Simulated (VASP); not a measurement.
Wanted: the native input for a VASP 6.6.1 run.

| Item | Value |
| --- | --- |
| Task | single point |
| Functional | PBE |
| Potentials or basis | VASP PAW PBE potentials, release 64 (Fe, O) |
| Cutoff | 520 eV |
| k mesh | 10 × 10 × 10 |
| Occupations | fermi-dirac, width 0.15 eV |
| Spin | collinear spin, ferromagnetic start |
| Starting moments | [4.5, 0.0] μB |
| Dipole correction | no |
| Further INCAR settings | ALGO = Normal; EDIFF = 1e-06; NBANDS = 18 |

The structure of FeO lies in POSCAR:

```
FeO
1.0
    1.5188210000      0.8768920000      2.5195770000
   -1.5188210000      0.8768920000      2.5195770000
    0.0000000000     -1.7537830000      2.5195770000
Fe O
1 1
Direct
    0.0000000000      0.0000000000      0.0000000000
    0.5000000000      0.5000000000      0.5000000000
```

The input as run:

INCAR

```
ALGO     = Normal         # electronic algorithm
EDIFF    = 1E-6           # SCF threshold, eV
ENCUT    = 520            # plane-wave cutoff, eV
GGA      = PE             # functional
ISIF     = 2              # what is computed and relaxed
ISMEAR   = -1             # smearing method
ISPIN    = 2              # spin polarisation
LASPH    = T              # aspherical terms in the spheres
LCHARG   = T              # write CHGCAR
LELF     = T              # ELF
LMAXMIX  = 4              # l up to which the mixer works
LORBIT   = 11             # projections on sites
LREAL    = F              # projectors in reciprocal space
LVHAR    = T            
LWAVE    = F              # write WAVECAR
MAGMOM   = 4.5 0          # initial moments
NBANDS   = 18             # bands
NELM     = 150            # most SCF steps
PREC     = Accurate       # precision mode
SIGMA    = 0.15           # smearing width, eV
```

KPOINTS

```
k-points
0
Gamma
  10 10 10
```

Potentials or basis: VASP PAW PBE potentials, release 64 (Fe, O).

Command:

```console
$ cat potpaw_PBE.64/Fe/POTCAR potpaw_PBE.64/O/POTCAR > POTCAR
$ mpirun -np 1 vasp_std > vasp.out
```

It gave:

```json
{"Pressure": "-0.7 GPa", "Band gap on the k mesh": "zero (filled and empty bands overlap)", "Net moment": "3.98 μB per cell", "Site moments": "Fe +3.60; O +0.29 μB", "Valence electrons inside the program's atomic spheres": "Fe 6.73; O 4.99"}
```

Caveat: a cell with one magnetic atom can't hold antiferromagnetic order, which such compounds often take; semilocal functionals often make such compounds metallic where correlation or magnetic order opens a gap, which also shifts bond lengths.

Run time: 110 s on 1 thread of Intel Xeon 8259CL (shared host), peak memory 0.2 GiB.
